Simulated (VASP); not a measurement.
# ZnCd3O4 (I4/mmm) in VASP: single point with PBE

Aim: the single point of ZnCd3O4 with PBE.

Everything below comes from runs of VASP 6.6.1. Logs are shortened: lines on timing, memory, paths and dates and some standing lists are left out, and cuts for length are marked.

**1. The cell of the first run**

Symmetry: I4/mmm, No. 139, tetragonal system. The conventional cell has a = 4.691 Å, b = 4.691 Å, c = 9.289 Å, α = 90.00°, β = 90.00°, γ = 90.00°. Within 2.8 Å of Zn (site symmetry 4/mmm) lie 6 O at 2.08 to 2.35 Å. Cd (site symmetry 4/mmm) has 6 O at 2.35 to 2.56 Å within 3.1 Å. Cd (site symmetry -4m2) has 6 O at 2.32 to 2.36 Å within 3.1 Å. Within 2.8 Å of O (site symmetry 4mm) lie 1 Zn at 2.08 Å and 5 Cd at 2.36 to 2.56 Å. O (site symmetry mmm) has 4 Cd at 2.32 to 2.35 Å and 2 Zn at 2.35 Å and 12 O at 3.14 to 3.47 Å within 3.5 Å.

**2. Single point, PBE**

Contents of INCAR:

```
SYSTEM = ZnCd3O4
PREC = Accurate
ENCUT = 520
EDIFF = 1E-6
ISMEAR = 0
SIGMA = 0.1
LREAL = .False.
LASPH = .True.
NELM = 100
ALGO = Normal
ISIF = 2
LWAVE = .False.
LCHARG = .False.
GGA = PE
NBANDS = 46
```

Contents of KPOINTS:

```
Automatic mesh
0
Gamma
  12 12 12
  0 0 0
```

Contents of POSCAR:

```
ZnCd3O4
1.0
   -2.3454552902      2.3454552902      4.6446833701
    2.3454552902     -2.3454552902      4.6446833701
    2.3454552902      2.3454552902     -4.6446833701
Zn Cd O
1 3 4
Direct
    0.5000000000      0.5000000000      0.0000000000
    0.0000000000      0.0000000000      0.0000000000
    0.7500000000      0.2500000000      0.5000000000
    0.2500000000      0.7500000000      0.5000000000
    0.7244482428      0.7244482428      0.0000000000
    0.5000000000      0.0000000000      0.5000000000
    0.2755517572      0.2755517572      0.0000000000
    0.0000000000      0.5000000000      0.5000000000
```

Potentials or basis: VASP PAW PBE potentials, release 64 (Zn, Cd, O).

The run is started by

```bash
cat potpaw_PBE.64/Zn/POTCAR potpaw_PBE.64/Cd/POTCAR potpaw_PBE.64/O/POTCAR > POTCAR
mpirun -np 1 vasp_std > vasp.out
```

OUTCAR:

```text
SYSTEM = ZnCd3O4
   PREC = Accurate
   ENCUT = 520
   EDIFF = 1E-6
   ISMEAR = 0
   LREAL = .False.
   LASPH = .True.
   NELM = 100
   ISIF = 2
   GGA = PE

 ion  position               nearest neighbor table
   1  0.500  0.500  0.000-   5 2.08   7 2.08   6 2.35   8 2.35   6 2.35   8 2.35   4 3.30   4 3.30
                             3 3.30   3 3.30   3 3.30   4 3.30   3 3.30   4 3.30   2 3.32   2 3.32
   2  0.000  0.000  0.000-   6 2.35   8 2.35   8 2.35   6 2.35   7 2.56   5 2.56   3 3.30   3 3.30
                             4 3.30   4 3.30   3 3.30   4 3.30   3 3.30   4 3.30   1 3.32   1 3.32
   3  0.750  0.250  0.500-   6 2.32   8 2.32   7 2.36   5 2.36   7 2.36   5 2.36   2 3.30   1 3.30
                             1 3.30   2 3.30   2 3.30   1 3.30   1 3.30   2 3.30   4 3.32   4 3.32
   4  0.250  0.750  0.500-   6 2.32   8 2.32   7 2.36   5 2.36   7 2.36   5 2.36   2 3.30   2 3.30
                             1 3.30   1 3.30   2 3.30   1 3.30   1 3.30   2 3.30   3 3.32   3 3.32
   5  0.724  0.724  0.000-   1 2.08   3 2.36   4 2.36   3 2.36   4 2.36   2 2.56
   6  0.500  0.000  0.500-   3 2.32   4 2.32   1 2.35   2 2.35   1 2.35   2 2.35
   7  0.276  0.276  0.000-   1 2.08   3 2.36   4 2.36   4 2.36   3 2.36   2 2.56
   8  0.000  0.500  0.500-   3 2.32   4 2.32   1 2.35   2 2.35   2 2.35   1 2.35

  LATTYP: Found a body centered tetragonal cell.
 ALAT       =     4.6909105804
 C/A-ratio  =     1.9802907305

  Lattice vectors:

 A1 = (  -2.3454552902,   2.3454552902,   4.6446833701)
 A2 = (   2.3454552902,  -2.3454552902,   4.6446833701)
 A3 = (   2.3454552902,   2.3454552902,  -4.6446833701)

Analysis of symmetry for initial positions (statically):
=====================================================================
 Subroutine PRICEL returns:
 Original cell was already a primitive cell.

 Routine SETGRP: Setting up the symmetry group for a
 body centered tetragonal supercell.

 Subroutine GETGRP returns: Found 16 space group operations
 (whereof 16 operations were pure point group operations)
 out of a pool of 16 trial point group operations.

The static configuration has the point symmetry D_4h.

Analysis of symmetry for dynamics (positions and initial velocities):
=====================================================================
 Subroutine PRICEL returns:
 Original cell was already a primitive cell.

 Routine SETGRP: Setting up the symmetry group for a
 body centered tetragonal supercell.

 Subroutine GETGRP returns: Found 16 space group operations
 (whereof 16 operations were pure point group operations)
 out of a pool of 16 trial point group operations.

The dynamic configuration has the point symmetry D_4h.

 Subroutine INISYM returns: Found 16 space group operations
 (whereof 16 operations are pure point group operations),
 and found     1 'primitive' translations

----------------------------------------------------------------------------------------

                                     Primitive cell

  volume of cell :     102.2046

  direct lattice vectors                    reciprocal lattice vectors
    -2.345455290  2.345455290  4.644683370     0.000000000  0.213178227  0.107649965
     2.345455290 -2.345455290  4.644683370     0.213178227  0.000000000  0.107649965
     2.345455290  2.345455290 -4.644683370     0.213178227  0.213178227  0.000000000

  length of vectors
     5.707486719  5.707486719  5.707486719     0.238816815  0.238816815  0.301479540

  position of ions in fractional coordinates (direct lattice)
     0.500000000  0.500000000  0.000000000
     0.000000000  0.000000000  0.000000000
     0.750000000  0.250000000  0.500000000
     0.250000000  0.750000000  0.500000000
     0.724448243  0.724448243  0.000000000
     0.500000000  0.000000000  0.500000000
     0.275551757  0.275551757  0.000000000
     0.000000000  0.500000000  0.500000000

  ion indices of the primitive-cell ions
   primitive index   ion index
                 1           1
                 2           2
                 3           3
                 4           4
                 5           5
                 6           6
                 7           7
                 8           8

----------------------------------------------------------------------------------------

 KPOINTS: Automatic mesh

Automatic generation of k-mesh.
 Grid dimensions read from file:
 generate k-points for:   12   12   12

 Generating k-lattice:

  Cartesian coordinates                     Fractional coordinates (reciprocal lattice)
     0.000000000  0.017764852  0.008970830     0.083333333  0.000000000  0.000000000
     0.017764852  0.000000000  0.008970830     0.000000000  0.083333333  0.000000000
     0.017764852  0.017764852  0.000000000     0.000000000  0.000000000  0.083333333

  Length of vectors
     0.019901401  0.019901401  0.025123295

  Shift w.r.t. Gamma in fractional coordinates (k-lattice)
     0.000000000  0.000000000  0.000000000

 Subroutine IBZKPT returns following result:
 ===========================================

 Found    163 irreducible k-points:

 Following reciprocal coordinates:
            Coordinates               Weight
  0.000000  0.000000  0.000000      1.000000
  0.083333  0.000000 -0.000000      8.000000
  0.166667 -0.000000  0.000000      8.000000
  0.250000  0.000000 -0.000000      8.000000
  0.333333  0.000000  0.000000      8.000000
  0.416667  0.000000 -0.000000      8.000000
[... 16 lines left out ...]
  0.500000  0.166667 -0.000000     16.000000
 -0.416667  0.166667  0.000000     16.000000
 [... further k-points ...]
   k-points           NKPTS =    163   k-points in BZ     NKDIM =    163   number of bands    NBANDS=     46
   number of dos      NEDOS =    301   number of ions     NIONS =      8
   total plane-waves  NPLWV =  74088
   dimension x,y,z NGX =    42 NGY =   42 NGZ =   42
   dimension x,y,z NGXF=    84 NGYF=   84 NGZF=   84
   ions per type =               1   3   4
   NGX,Y,Z   is equivalent  to a cutoff of  12.23, 12.23, 12.23 a.u.
   NGXF,Y,Z  is equivalent  to a cutoff of  24.47, 24.47, 24.47 a.u.
 SYSTEM =  ZnCd3O4
   PREC   = accura    normal or accurate (medium, high low for compatibility)
   ISTART =      0    job   : 0-new  1-cont  2-samecut
   ICHARG =      2    charge: 1-file 2-atom 10-const
   ISPIN  =      1    spin polarized calculation?
   LNONCOLLINEAR =      F non collinear calculations
   LSORBIT =      F    spin-orbit coupling
   LASPH  =      T    aspherical Exc in radial PAW
   ENCUT  =  520.0 eV  38.22 Ry    6.18 a.u.  10.61 10.61 10.61*2*pi/ulx,y,z
   NELM   =    100;   NELMIN=  2; NELMDL= -5     # of ELM steps
   EDIFF  = 0.1E-05   stopping-criterion for ELM
   LREAL  =      F    real-space projection
[... 7 lines left out ...]
   TEBEG  =    0.0;   TEEND  =   0.0 temperature during run
   PSTRESS=    0.0 pullay stress
   NELECT =      72.0000    total number of electrons
   NUPDOWN=      -1.0000    fix difference up-down
   EMIN   =  10.00;   EMAX   =-10.00  energy-range for DOS
   EFERMI =   0.00;   METHOD = LEGACY
   ISMEAR =     0;   SIGMA  =   0.10  broadening in eV -4-tet -1-fermi 0-gaus
   EFERMI_NEDOS =   21; number of points for ismear=-14 and -15
   IALGO  =     38    algorithm
   IMIX   =      4    mixing-type and parameters
     AMIX     =   0.40;   BMIX     =  1.00
     AMIX_MAG =   1.60;   BMIX_MAG =  1.00
  volume/ion in A,a.u.               =      12.78        86.21
  Fermi-wavevector in a.u.,A,eV,Ry     =   1.456673  2.752714 28.870167  2.121897
  Thomas-Fermi vector in A             =   2.573564
   LORBIT       =      0    0 simple, 1 ext, 2 COOP (PROOUT), +10 PAW based schemes
   GGA     = PE    functional components
   LHFCALC =     F    Hartree Fock is set to
   AEXX    =    0.0000 exact exchange contribution
   IVDW    =     0    specifies the selected vdW correction
   LEPSILON=     F    determine dielectric tensor
   LRPA    =     F    only Hartree local field effects (RPA)
 non-spin polarized calculation
 Gauss-broadening in eV      SIGMA  =   0.10
  energy-cutoff  :      520.00
  volume of cell :      102.20
 maximum number of plane-waves:      2793
   NGX = 21   NGY = 21   NGZ = 21

 number of electron      72.0000024 magnetization

 Free energy of the ion-electron system (eV)
  ---------------------------------------------------
  ext. energy  EPLUGINS =         0.00000000
  ---------------------------------------------------
  free energy    TOTEN  =       -31.52293442 eV

  energy without entropy =      -31.52125977  energy(sigma->0) =      -31.52209709

 E-fermi :   1.9519     XC(G=0): -11.5536

 val. band max:        1.9447570182   @ k =   0.5000   0.5000   0.0000
 cond. band min:       2.0315799112   @ k =  -0.0833   0.0833   0.0000
 fundamental gap:      0.0868228931
 Fermi energy:         1.9519089415

 k-point     1 :       0.0000    0.0000    0.0000
  band No.  band energies     occupation
      1     -15.5484      2.00000
      2     -14.8019      2.00000
      3     -14.7661      2.00000
      4     -14.6516      2.00000
      5      -5.2191      2.00000
      6      -5.1763      2.00000
[... 38 lines left out ...]
     45      10.7593      0.00000
     46      12.7507      0.00000

 k-point     2 :       0.0833    0.0000   -0.0000
  band No.  band energies     occupation
      1     -15.5282      2.00000
      2     -14.8048      2.00000
      3     -14.7600      2.00000
      4     -14.6548      2.00000
      5      -5.2226      2.00000
      6      -5.2120      2.00000
[... 38 lines left out ...]
     45      10.8280      0.00000
     46      12.5510      0.00000

 k-point     3 :       0.1667   -0.0000    0.0000
  band No.  band energies     occupation
      1     -15.4699      2.00000
      2     -14.8107      2.00000
      3     -14.7496      2.00000
      4     -14.6629      2.00000
      5      -5.2804      2.00000
      6      -5.2346      2.00000
[... 1018 lines left out ...]
     45      11.3247      0.00000
     46      11.7572      0.00000

 k-point    24 :      -0.4167    0.1667    0.0000
  band No.  band energies     occupation
      1     -15.1467      2.00000
      2     -14.8367      2.00000
      3     -14.7612      2.00000
      4     -14.6542      2.00000
      5      -5.5195      2.00000
      6      -5.4665      2.00000
[... 38 lines left out ...]
     45      11.5049      0.00000
     46      11.9816      0.00000

 [... further k-points ...]
[... 5 lines left out ...]
  --------------------------------------------------------------------------------------
  -------------------------------------------------------------------------------------
  Total        0.7205904      0.7205904      0.8186945      0.0000000      0.0000000      0.0000000
  in kB       11.2961032     11.2961032     12.8340006      0.0000000      0.0000000      0.0000000
  external PRESSURE =      11.8087357 kB  Pullay stress =       0.0000000 kB

 VOLUME and BASIS-vectors are now :
 -----------------------------------------------------------------------------
  energy-cutoff  :      520.00
  volume of cell :      102.20
      direct lattice vectors                 reciprocal lattice vectors
    -2.345455290  2.345455290  4.644683370     0.000000000  0.213178227  0.107649965
     2.345455290 -2.345455290  4.644683370     0.213178227  0.000000000  0.107649965
     2.345455290  2.345455290 -4.644683370     0.213178227  0.213178227  0.000000000

 POSITION                                       TOTAL-FORCE (eV/Angst)
 -----------------------------------------------------------------------------------
      0.00000      0.00000      4.64468         0.000000      0.000000     -0.000000
      0.00000      0.00000      0.00000         0.000000      0.000000     -0.000000
      0.00000      2.34546      2.32234         0.000000      0.000000     -0.000000
      2.34546      0.00000      2.32234         0.000000      0.000000     -0.000000
      0.00000      0.00000      6.72967        -0.000000     -0.000000      0.004971
      0.00000      2.34546      0.00000         0.000000      0.000000     -0.000000
      0.00000      0.00000      2.55970         0.000000      0.000000     -0.004971
      2.34546      0.00000      0.00000         0.000000      0.000000     -0.000000
 -----------------------------------------------------------------------------------
    total drift:                               -0.000000      0.000000      0.000000

  FREE ENERGIE OF THE ION-ELECTRON SYSTEM (eV)
  ---------------------------------------------------
  free  energy   TOTEN  =       -31.5229344150 eV

  energy  without entropy=      -31.5212597711  energy(sigma->0) =      -31.52209709
```

Wall time 25 min (1 thread of Intel Xeon 8259CL, shared host); peak memory 0.73 GiB.

What came out:

| Item | Value |
| --- | --- |
| Free energy | -31.5229 eV |
| Pressure | 1.2 GPa |
| Largest force | 0.005 eV/Å |
| Band gap on the k mesh | zero (bands 36 and 37 overlap by 0.55 eV) |

Forces in eV/Å, atoms in the order of the input:
```
Zn   0.000  0.000  0.000
Cd   0.000  0.000  0.000
Cd   0.000  0.000  0.000
Cd   0.000  0.000  0.000
O    0.000  0.000  0.005
O    0.000  0.000  0.000
O    0.000  0.000 -0.005
O    0.000  0.000  0.000
```

Caveat: semilocal functionals underestimate gaps, and a narrow one can read as zero.

The gap in the log of VASP goes by the Fermi energy; the results here count the filled bands.